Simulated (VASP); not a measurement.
# LiCl (R-3m) in VASP: further runs

Runs on LiCl. Level: PBEsol. Tasks: single point.

All numbers are computed with VASP 6.6.1; they aren't measurements. Logs are shortened: lines on timing, memory, paths and dates and some standing lists are left out, and cuts for length are marked.

### Step 1. The cell of the first run

It takes space group R-3m (No. 166, trigonal). Conventional cell: a = 2.879 Å, b = 2.879 Å, c = 14.103 Å, α = 90.00°, β = 90.00°, γ = 120.00°. Within 3.8 Å of Li (site symmetry -3m) lie 6 Cl at 2.88 Å and 6 Li at 2.88 Å. Within 3.8 Å of Cl (site symmetry -3m) lie 6 Li at 2.88 Å and 6 Cl at 2.88 Å.

### Step 2. Single point, PBEsol

INCAR reads:

```
ALGO = Normal ; EDIFF = 1E-6
ENCUT = 520 ; GGA = PS
ISIF = 2 ; ISMEAR = 0
LASPH = T ; LCHARG = F
LREAL = F ; LWAVE = F
NBANDS = 12 ; NELM = 60
PREC = Accurate ; SIGMA = 0.05
```

KPOINTS reads:

```
k-points
0
Gamma
  8 8 8
```

POSCAR reads:

```
LiCl
1.0
    1.3571009073      3.3927522684      3.3927522684
    3.3927522684      1.3571009073      3.3927522684
    3.3927522684      3.3927522684      1.3571009073
Li Cl
1 1
Direct
    0.0000000000      0.0000000000      0.0000000000
    0.5000000000      0.5000000000      0.5000000000
```

Potentials or basis: VASP PAW PBE potentials, release 64 (Li_sv, Cl).

The run is started by

```
cat potpaw_PBE.64/Li_sv/POTCAR potpaw_PBE.64/Cl/POTCAR > POTCAR
mpirun -np 1 vasp_std > vasp.out
```

OUTCAR:

```text
EDIFF = 1E-6
   ENCUT = 520
   GGA = PS
   ISIF = 2
   ISMEAR = 0
   LASPH = T
   LREAL = F
   NELM = 60
   PREC = Accurate

 ion  position               nearest neighbor table
   1  0.000  0.000  0.000-
   2  0.500  0.500  0.500-

  LATTYP: Found a trigonal (rhomboedric) cell.
 ALAT       =     4.9863071287
 COS(alpha) =     0.8333333333

  Lattice vectors:

 A1 = (   1.3571009073,   3.3927522684,   3.3927522684)
 A2 = (   3.3927522684,   1.3571009073,   3.3927522684)
 A3 = (   3.3927522684,   3.3927522684,   1.3571009073)

Analysis of symmetry for initial positions (statically):
=====================================================================
 Subroutine PRICEL returns:
 Original cell was already a primitive cell.

 Routine SETGRP: Setting up the symmetry group for a
 trigonal (rhombohedral) supercell.

 Subroutine GETGRP returns: Found 12 space group operations
 (whereof 12 operations were pure point group operations)
 out of a pool of 12 trial point group operations.

The static configuration has the point symmetry D_3d.

Analysis of symmetry for dynamics (positions and initial velocities):
=====================================================================
 Subroutine PRICEL returns:
 Original cell was already a primitive cell.

 Routine SETGRP: Setting up the symmetry group for a
 trigonal (rhombohedral) supercell.

 Subroutine GETGRP returns: Found 12 space group operations
 (whereof 12 operations were pure point group operations)
 out of a pool of 12 trial point group operations.

The dynamic configuration has the point symmetry D_3d.

 Subroutine INISYM returns: Found 12 space group operations
 (whereof 12 operations are pure point group operations),
 and found     1 'primitive' translations

----------------------------------------------------------------------------------------

                                     Primitive cell

  volume of cell :      33.7420

  direct lattice vectors                    reciprocal lattice vectors
     1.357100907  3.392752268  3.392752268    -0.286558565  0.204684689  0.204684689
     3.392752268  1.357100907  3.392752268     0.204684689 -0.286558565  0.204684689
     3.392752268  3.392752268  1.357100907     0.204684689  0.204684689 -0.286558565

  length of vectors
     4.986307129  4.986307129  4.986307129     0.407317389  0.407317389  0.407317389

  position of ions in fractional coordinates (direct lattice)
     0.000000000  0.000000000  0.000000000
     0.500000000  0.500000000  0.500000000

  ion indices of the primitive-cell ions
   primitive index   ion index
                 1           1
                 2           2

----------------------------------------------------------------------------------------

 KPOINTS: k-points

Automatic generation of k-mesh.
 Grid dimensions read from file:
 generate k-points for:    8    8    8

 Generating k-lattice:

  Cartesian coordinates                     Fractional coordinates (reciprocal lattice)
    -0.035819821  0.025585586  0.025585586     0.125000000 -0.000000000 -0.000000000
     0.025585586 -0.035819821  0.025585586    -0.000000000  0.125000000 -0.000000000
     0.025585586  0.025585586 -0.035819821    -0.000000000 -0.000000000  0.125000000

  Length of vectors
     0.050914674  0.050914674  0.050914674

  Shift w.r.t. Gamma in fractional coordinates (k-lattice)
     0.000000000  0.000000000  0.000000000

 Subroutine IBZKPT returns following result:
 ===========================================

 Found     65 irreducible k-points:

 Following reciprocal coordinates:
            Coordinates               Weight
  0.000000  0.000000  0.000000      1.000000
  0.125000  0.000000  0.000000      6.000000
  0.250000  0.000000  0.000000      6.000000
  0.375000 -0.000000 -0.000000      6.000000
  0.500000  0.000000  0.000000      3.000000
  0.125000  0.125000  0.000000      6.000000
[... 16 lines left out ...]
  0.250000  0.125000  0.125000      6.000000
  0.375000  0.125000  0.125000      6.000000
 [... further k-points ...]
   k-points           NKPTS =     65   k-points in BZ     NKDIM =     65   number of bands    NBANDS=     12
   number of dos      NEDOS =    301   number of ions     NIONS =      2
   total plane-waves  NPLWV =  64000
   dimension x,y,z NGX =    40 NGY =   40 NGZ =   40
   dimension x,y,z NGXF=    80 NGYF=   80 NGZF=   80
   ions per type =               1   1
   NGX,Y,Z   is equivalent  to a cutoff of  13.34, 13.34, 13.34 a.u.
   NGXF,Y,Z  is equivalent  to a cutoff of  26.67, 26.67, 26.67 a.u.
 SYSTEM =  unknown system
   PREC   = accura    normal or accurate (medium, high low for compatibility)
   ISTART =      0    job   : 0-new  1-cont  2-samecut
   ICHARG =      2    charge: 1-file 2-atom 10-const
   ISPIN  =      1    spin polarized calculation?
   LNONCOLLINEAR =      F non collinear calculations
   LSORBIT =      F    spin-orbit coupling
   LASPH  =      T    aspherical Exc in radial PAW
   ENCUT  =  520.0 eV  38.22 Ry    6.18 a.u.   9.27  9.27  9.27*2*pi/ulx,y,z
   NELM   =     60;   NELMIN=  2; NELMDL= -5     # of ELM steps
   EDIFF  = 0.1E-05   stopping-criterion for ELM
   LREAL  =      F    real-space projection
   EDIFFG = 0.1E-04   stopping-criterion for IOM
   NSW    =      0    number of steps for IOM
   IBRION =     -1    ionic relax: 0-MD 1-quasi-New 2-CG
   NFREE  =      0    steps in history (QN), initial steepest desc. (CG)
   ISIF   =      2    stress and relaxation
   ISYM   =      2    0-nonsym 1-usesym 2-fastsym
   POTIM  = 0.5000    time-step for ionic-motion
   TEBEG  =    0.0;   TEEND  =   0.0 temperature during run
   PSTRESS=    0.0 pullay stress
   NELECT =      10.0000    total number of electrons
   NUPDOWN=      -1.0000    fix difference up-down
   EMIN   =  10.00;   EMAX   =-10.00  energy-range for DOS
   EFERMI =   0.00;   METHOD = LEGACY
   ISMEAR =     0;   SIGMA  =   0.05  broadening in eV -4-tet -1-fermi 0-gaus
   EFERMI_NEDOS =   21; number of points for ismear=-14 and -15
   IALGO  =     38    algorithm
   IMIX   =      4    mixing-type and parameters
     AMIX     =   0.40;   BMIX     =  1.00
     AMIX_MAG =   1.60;   BMIX_MAG =  1.00
  volume/ion in A,a.u.               =      16.87       113.85
  Fermi-wavevector in a.u.,A,eV,Ry     =   1.091486  2.062609 16.209183  1.191341
  Thomas-Fermi vector in A             =   2.227732
   LORBIT       =      0    0 simple, 1 ext, 2 COOP (PROOUT), +10 PAW based schemes
   GGA     = PS    functional components
   LHFCALC =     F    Hartree Fock is set to
   AEXX    =    0.0000 exact exchange contribution
   IVDW    =     0    specifies the selected vdW correction
   LEPSILON=     F    determine dielectric tensor
   LRPA    =     F    only Hartree local field effects (RPA)
 non-spin polarized calculation
 Gauss-broadening in eV      SIGMA  =   0.05
  energy-cutoff  :      520.00
  volume of cell :       33.74
 maximum number of plane-waves:       930
 NGX is ok and might be reduce to    40

 number of electron      10.0000001 magnetization

 Free energy of the ion-electron system (eV)
  ---------------------------------------------------
  ext. energy  EPLUGINS =         0.00000000
  ---------------------------------------------------
  free energy    TOTEN  =        -5.06137451 eV

  energy without entropy =       -5.05807987  energy(sigma->0) =       -5.05972719

 E-fermi :   3.9810     XC(G=0):  -8.9928

 val. band max:        3.9796858413   @ k =   0.5000   0.5000   0.3750
 cond. band min:       3.9844727317   @ k =   0.1250   0.1250   0.0000
 fundamental gap:      0.0047868904
 Fermi energy:         3.9810214580

 k-point     1 :       0.0000    0.0000    0.0000
  band No.  band energies     occupation
      1     -43.3258      2.00000
      2     -12.6426      2.00000
      3      -1.6697      2.00000
      4       2.9223      2.00000
      5       4.2474      0.00000
      6       4.2474      0.00000
      7      12.0794      0.00000
      8      13.9877      0.00000
      9      17.2405      0.00000
     10      17.2405      0.00000
     11      18.4463      0.00000
     12      18.4463      0.00000

 k-point     2 :       0.1250    0.0000    0.0000
  band No.  band energies     occupation
      1     -43.3222      2.00000
      2     -12.4144      2.00000
      3      -1.4383      2.00000
      4       2.7820      2.00000
      5       3.4764      2.00000
      6       3.9906      0.78662
      7      11.6737      0.00000
      8      14.8019      0.00000
      9      15.7393      0.00000
     10      16.7928      0.00000
     11      17.0701      0.00000
     12      18.1240      0.00000

 k-point     3 :       0.2500    0.0000    0.0000
  band No.  band energies     occupation
      1     -43.3137      2.00000
      2     -11.7900      2.00000
      3      -0.7979      2.00000
      4       0.7029      2.00000
      5       3.4425      2.00000
      6       3.9260      1.88056
      7      10.3180      0.00000
      8      13.1991      0.00000
      9      14.5972      0.00000
     10      15.0948      0.00000
     11      17.9917      0.00000
     12      18.8449      0.00000
[... 286 lines left out ...]
 k-point    23 :       0.2500    0.1250    0.1250
  band No.  band energies     occupation
      1     -43.3222      2.00000
      2     -12.4093      2.00000
      3      -1.6445      2.00000
      4       2.9416      2.00000
      5       3.8568      1.99956
      6       3.9935      0.72334
      7      11.1237      0.00000
      8      14.8653      0.00000
      9      15.6274      0.00000
     10      16.5732      0.00000
     11      17.6939      0.00000
     12      18.1353      0.00000

 k-point    24 :       0.3750    0.1250    0.1250
  band No.  band energies     occupation
      1     -43.3137      2.00000
      2     -11.7833      2.00000
      3      -1.0456      2.00000
      4       0.7105      2.00000
      5       3.4447      2.00000
      6       4.5481      0.00000
      7      10.2536      0.00000
      8      13.2404      0.00000
      9      14.5046      0.00000
     10      15.0166      0.00000
     11      16.5059      0.00000
     12      18.8711      0.00000

 [... further k-points ...]
[... 5 lines left out ...]
  --------------------------------------------------------------------------------------
  -------------------------------------------------------------------------------------
  Total        1.3268462      1.3268462      1.3268462     -3.3507205     -3.3507205     -3.3507205
  in kB       63.0029647     63.0029647     63.0029647   -159.1030807   -159.1030807   -159.1030807
  external PRESSURE =      63.0029647 kB  Pullay stress =       0.0000000 kB

 VOLUME and BASIS-vectors are now :
 -----------------------------------------------------------------------------
  energy-cutoff  :      520.00
  volume of cell :       33.74
      direct lattice vectors                 reciprocal lattice vectors
     1.357100907  3.392752268  3.392752268    -0.286558565  0.204684689  0.204684689
     3.392752268  1.357100907  3.392752268     0.204684689 -0.286558565  0.204684689
     3.392752268  3.392752268  1.357100907     0.204684689  0.204684689 -0.286558565

 POSITION                                       TOTAL-FORCE (eV/Angst)
 -----------------------------------------------------------------------------------
      0.00000      0.00000      0.00000        -0.000000     -0.000000     -0.000000
      4.07130      4.07130      4.07130         0.000000      0.000000      0.000000
 -----------------------------------------------------------------------------------
    total drift:                                0.000000      0.000000      0.000000

  FREE ENERGIE OF THE ION-ELECTRON SYSTEM (eV)
  ---------------------------------------------------
  free  energy   TOTEN  =        -5.0613745105 eV

  energy  without entropy=       -5.0580798674  energy(sigma->0) =       -5.05972719
```

It took 87 s on 1 thread of Intel Xeon 8259CL, shared host; peak memory 0.23 GiB.

Results:

- Free energy: -5.0614 eV
- Band gap on the k mesh: zero (bands 5 and 6 overlap by 0.57 eV)

Levels at points of the mesh, in eV from the Fermi level:
```csv
k point,band 2,band 3,band 4,band 5,band 6,band 7,band 8,band 9
"(0.00, 0.00, 0.00)",-16.62,-5.65,-1.06,0.27,0.27,8.10,10.01,13.26
"(0.50, 0.00, 0.00)",-14.59,-6.16,-3.47,-1.19,0.80,4.92,6.55,8.37
"(0.50, 0.50, 0.00)",-14.57,-6.20,-4.01,-1.23,3.03,3.44,7.74,8.82
"(0.50, 0.50, 0.50)",-16.60,-6.39,0.26,0.26,2.36,3.94,10.05,12.47
```

Caveat: the cutoff is under 1.25 times the usual one of these potentials, so pressure, stress and relaxed cells hold a basis-set (Pulay) error; the PAW data sets were made with another functional, which shifts forces and pressure a little.

### Step 3. Single point, PBEsol

This run uses another cell than the first one, of the same volume but with other edges.

INCAR reads:

```
SYSTEM = LiCl
PREC = Accurate
ENCUT = 520
EDIFF = 1E-6
ISMEAR = 0
SIGMA = 0.05
LREAL = .False.
LASPH = .True.
NELM = 100
ALGO = Normal
ISIF = 2
LWAVE = .False.
LCHARG = .False.
GGA = PS
NBANDS = 12
```

KPOINTS reads:

```
regular mesh
0
Gamma
  8 8 8
  0 0 0
```

POSCAR reads:

```
LiCl
1.0
   -0.5558198096      2.3191102398      2.3191102398
    2.3191102398     -0.5558198096      2.3191102398
    2.3191102398      2.3191102398     -0.5558198096
Li Cl
1 1
Direct
    0.0000000000      0.0000000000      0.0000000000
    0.5000000000      0.5000000000      0.5000000000
```

Potentials or basis: VASP PAW PBE potentials, release 64 (Li_sv, Cl).

The run is started by

```
cat potpaw_PBE.64/Li_sv/POTCAR potpaw_PBE.64/Cl/POTCAR > POTCAR
mpirun -np 1 vasp_std > vasp.out
```

It took 24 s on 1 thread of Intel Xeon 8259CL, shared host; peak memory 0.16 GiB.

It converged, with:

```
Free energy            : -7.3595 eV
Band gap on the k mesh : 4.69 eV (least direct gap 4.99 eV)
```

Levels at points of the mesh, in eV from the valence-band top:
```
           k point  band 1  band 2  band 3  band 4  band 5  band 6  band 7  band 8  band 9  band 10
(0.00, 0.00, 0.00)  -43.92  -14.15   -1.01   -1.01    0.00    4.99    9.42    9.42   13.05    13.74
(0.50, 0.00, 0.00)  -43.91  -13.63   -3.83   -0.75   -0.18    5.97    8.61   10.67   11.76    13.14
(0.50, 0.50, 0.00)  -43.91  -13.17   -3.64   -2.75   -0.56    5.96    8.92   10.12   11.86    14.43
(0.50, 0.50, 0.50)  -43.91  -12.90   -3.14   -1.87   -1.87    4.69    6.56    6.56   13.52    15.53
```

Caveat: the cutoff is under 1.25 times the usual one of these potentials, so pressure, stress and relaxed cells hold a basis-set (Pulay) error; the PAW data sets were made with another functional, which shifts forces and pressure a little. A k mesh can miss the band edges.

[end of part 1 of 3]
